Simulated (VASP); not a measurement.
# Cr (Pm-3m) in VASP: further runs, part 2 of 3

VASP 6.6.1. The steps go on from the part before.

**3. Single point, LDA, collinear spin, antiferromagnetic start (11.43 Å³/atom)**

This run uses another cell than the first one, of 11.43 Å³/atom.

INCAR

```
  PREC = Accurate
  ENCUT = 520
  EDIFF = 1E-6
  ISMEAR = -1
  SIGMA = 0.05
  LREAL = F
  LASPH = T
  NELM = 150
  ALGO = Normal
  ISIF = 2
  LWAVE = F
  LCHARG = F
  ISPIN = 2
  MAGMOM = 1.5 -1.5
  LORBIT = 11
  LMAXMIX = 4
  NBANDS = 23
```

KPOINTS

```
regular mesh
0
Gamma
  13 13 13
```

POSCAR

```
Cr
1.0
    0.0000000000      2.2525233519      2.2525233519
    2.2525233519      0.0000000000      2.2525233519
    2.2525233519      2.2525233519      0.0000000000
Cr
2
Direct
    0.0000000000      0.0000000000      0.0000000000
    0.5000000000      0.5000000000      0.5000000000
```

Potentials or basis: VASP PAW LDA potentials, release 64 (Cr_pv).

Launch:

```
> cat potpaw_LDA.64/Cr_pv/POTCAR > POTCAR
> mpirun -np 1 vasp_std > vasp.out
```

OUTCAR:

```text
PREC = Accurate
   ENCUT = 520
   EDIFF = 1E-6
   ISMEAR = -1
   LREAL = F
   LASPH = T
   NELM = 150
   ISIF = 2
   ISPIN = 2
   LORBIT = 11

 ion  position               nearest neighbor table
   1  0.000  0.000  0.000-   2 2.25   2 2.25   2 2.25   2 2.25   2 2.25   2 2.25
   2  0.500  0.500  0.500-   1 2.25   1 2.25   1 2.25   1 2.25   1 2.25   1 2.25

  LATTYP: Found a face centered cubic cell.
 ALAT       =     4.5050467038

  Lattice vectors:

 A1 = (   0.0000000000,   2.2525233519,   2.2525233519)
 A2 = (   2.2525233519,   0.0000000000,   2.2525233519)
 A3 = (   2.2525233519,   2.2525233519,   0.0000000000)

Analysis of symmetry for initial positions (statically):
=====================================================================
 Subroutine PRICEL returns following result:

  LATTYP: Found a simple cubic cell.
 ALAT       =     2.2525233519
[... 12 lines left out ...]
 Subroutine GETGRP returns: Found 48 space group operations
 (whereof 48 operations were pure point group operations)
 out of a pool of 48 trial point group operations.

The static configuration has the point symmetry O_h .

Analysis of symmetry for dynamics (positions and initial velocities):
=====================================================================
 Subroutine PRICEL returns following result:

  LATTYP: Found a simple cubic cell.
 ALAT       =     2.2525233519
[... 12 lines left out ...]
 Subroutine GETGRP returns: Found 48 space group operations
 (whereof 48 operations were pure point group operations)
 out of a pool of 48 trial point group operations.

The dynamic configuration has the point symmetry O_h .

Analysis of structural, dynamic, and magnetic symmetry:
=====================================================================
 Subroutine PRICEL returns following result:

  LATTYP: Found a simple cubic cell.
 ALAT       =     2.2525233519
[... 12 lines left out ...]
 Subroutine GETGRP returns: Found 48 space group operations
 (whereof 48 operations were pure point group operations)
 out of a pool of 48 trial point group operations.
[... 142 lines left out ...]
  ext. energy  EPLUGINS =         0.00000000
  ---------------------------------------------------
  free energy    TOTEN  =       -19.16627592 eV

  energy without entropy =      -19.14610498  energy(sigma->0) =      -19.15619045

 E-fermi :  11.0206     XC(G=0): -13.9244

 val. band max:       10.9768119624   @ k =   0.4615   0.3077   0.1538
 cond. band min:      11.0336341594   @ k =  -0.3077   0.3077   0.0769
 fundamental gap:      0.0568221971
 Fermi energy:        11.0206358400

 spin component 1

 k-point     1 :       0.0000    0.0000    0.0000
  band No.  band energies     occupation
      1     -31.9854      1.00000
      2     -31.9854      1.00000
      3     -31.9854      1.00000
      4     -30.9511      1.00000
      5     -30.9511      1.00000
      6     -30.9511      1.00000
[... 613 lines left out ...]
     22      23.6573      0.00000
     23      26.4238      0.00000

 [... further k-points ...]

 spin component 2

 k-point     1 :       0.0000    0.0000    0.0000
  band No.  band energies     occupation
      1     -31.9854      1.00000
      2     -31.9854      1.00000
      3     -31.9854      1.00000
      4     -30.9511      1.00000
      5     -30.9511      1.00000
      6     -30.9511      1.00000
[... 613 lines left out ...]
     22      23.6573      0.00000
     23      26.4238      0.00000

 [... further k-points ...]

------------------------ aborting loop because EDIFF is reached ----------------------------------------

  FORCE on cell =-STRESS in cart. coord.  units (eV):
  Direction    XX          YY          ZZ          XY          YZ          ZX
  --------------------------------------------------------------------------------------
  -------------------------------------------------------------------------------------
  Total        1.4460266      1.4460266      1.4460266      0.0000000      0.0000000      0.0000000
  in kB      101.3558864    101.3558864    101.3558864      0.0000000      0.0000000      0.0000000
  external PRESSURE =     101.3558864 kB  Pullay stress =       0.0000000 kB

 VOLUME and BASIS-vectors are now :
 -----------------------------------------------------------------------------
  energy-cutoff  :      520.00
  volume of cell :       22.86
      direct lattice vectors                 reciprocal lattice vectors
     0.000000000  2.252523352  2.252523352    -0.221973281  0.221973281  0.221973281
     2.252523352  0.000000000  2.252523352     0.221973281 -0.221973281  0.221973281
     2.252523352  2.252523352  0.000000000     0.221973281  0.221973281 -0.221973281

 POSITION                                       TOTAL-FORCE (eV/Angst)
 -----------------------------------------------------------------------------------
      0.00000      0.00000      0.00000        -0.000000     -0.000000     -0.000000
      2.25252      2.25252      2.25252         0.000000      0.000000      0.000000
 -----------------------------------------------------------------------------------
    total drift:                                0.000000     -0.000000      0.000000

  FREE ENERGIE OF THE ION-ELECTRON SYSTEM (eV)
  ---------------------------------------------------
  free  energy   TOTEN  =       -19.1662759180 eV

  energy  without entropy=      -19.1461049840  energy(sigma->0) =      -19.15619045

 total charge

# of ion       s       p       d       tot
------------------------------------------
    1        0.460   6.345   4.519  11.323
    2        0.460   6.345   4.519  11.323
--------------------------------------------------
tot          0.919  12.690   9.037  22.646

 magnetization (x)

# of ion       s       p       d       tot
------------------------------------------
    1        0.000  -0.000   0.000   0.000
    2       -0.000   0.000  -0.000  -0.000
--------------------------------------------------
tot          0.000   0.000   0.000   0.000
```

OSZICAR:

```text
N       E                     dE             d eps       ncg     rms          rms(c)
DAV:   1     0.246637095805E+03    0.24664E+03   -0.13126E+04  7744   0.129E+03
DAV:   2    -0.126867207815E+02   -0.25932E+03   -0.24890E+03  7952   0.379E+02
DAV:   3    -0.207564964565E+02   -0.80698E+01   -0.79993E+01  9667   0.801E+01
DAV:   4    -0.208244224886E+02   -0.67926E-01   -0.67899E-01  7914   0.753E+00
DAV:   5    -0.208253634779E+02   -0.94099E-03   -0.94098E-03  8260   0.827E-01    0.153E+01
DAV:   6    -0.191788209170E+02    0.16465E+01   -0.55837E+00  8162   0.278E+01    0.369E+00
DAV:   7    -0.191713131848E+02    0.75077E-02   -0.19570E-01  8015   0.295E+00    0.252E+00
DAV:   8    -0.191685278069E+02    0.27854E-02   -0.22961E-02  8939   0.163E+00    0.109E+00
DAV:   9    -0.191654689398E+02    0.30589E-02   -0.10060E-01  8526   0.238E+00    0.162E-01
DAV:  10    -0.191660109989E+02   -0.54206E-03   -0.29511E-03  8162   0.381E-01    0.115E-01
DAV:  11    -0.191662073053E+02   -0.19631E-03   -0.19081E-03  9488   0.307E-01    0.644E-02
DAV:  12    -0.191662719737E+02   -0.64668E-04   -0.14937E-03  8774   0.302E-01    0.101E-02
DAV:  13    -0.191662746810E+02   -0.27073E-05   -0.36930E-05  7980   0.644E-02    0.749E-03
DAV:  14    -0.191662757455E+02   -0.10645E-05   -0.17947E-05  5499   0.325E-02    0.526E-03
DAV:  15    -0.191662759180E+02   -0.17253E-06   -0.72757E-07  3990   0.863E-03
   1 F= -.19166276E+02 E0= -.19156190E+02  d E =-.201709E-01  mag=     0.0000
```

stdout:

```text
POSCAR found type information on POSCAR Cr
 POSCAR found :  1 types and       2 ions
 scaLAPACK will be used
 LDA part: xc-table for (Slater(with rela. corr.)+CA(PZ))
 , standard interpolation
 POSCAR, INCAR and KPOINTS ok, starting setup
 FFT: planning ... GRIDC
 FFT: planning ... GRID_SOFT
 FFT: planning ... GRID
 WAVECAR not read
 entering main loop
```

Wall time 88 s (1 thread of Intel Xeon 8259CL, shared host); peak memory 0.17 GiB.

Results:

```
Free energy                                           : -19.1663 eV
Pressure                                              : 10.1 GPa
Band gap on the k mesh                                : zero (filled and empty bands overlap)
Net moment                                            : 0.00 μB per cell
Valence electrons inside the program's atomic spheres : Cr 11.32
```

Levels at points of the mesh, in eV from the Fermi level:
Spin up:
```csv
k point,band 8,band 9,band 10,band 11,band 12,band 13,band 14,band 15,band 16,band 17
"(0.00, 0.00, 0.00)",-3.66,-3.66,-3.50,-3.50,-3.50,2.83,2.83,2.83,4.56,4.56
```
Spin down:
```
           k point  band 8  band 9  band 10  band 11  band 12  band 13  band 14  band 15  band 16  band 17
(0.00, 0.00, 0.00)   -3.66   -3.66    -3.50    -3.50    -3.50     2.83     2.83     2.83     4.56     4.56
```

Caveat: the cell stands under pressure; an empty level that is flat over the whole mesh can mark a ghost state of the potentials, or a narrow d or f band.

(Part 2 of 3 ends here.)
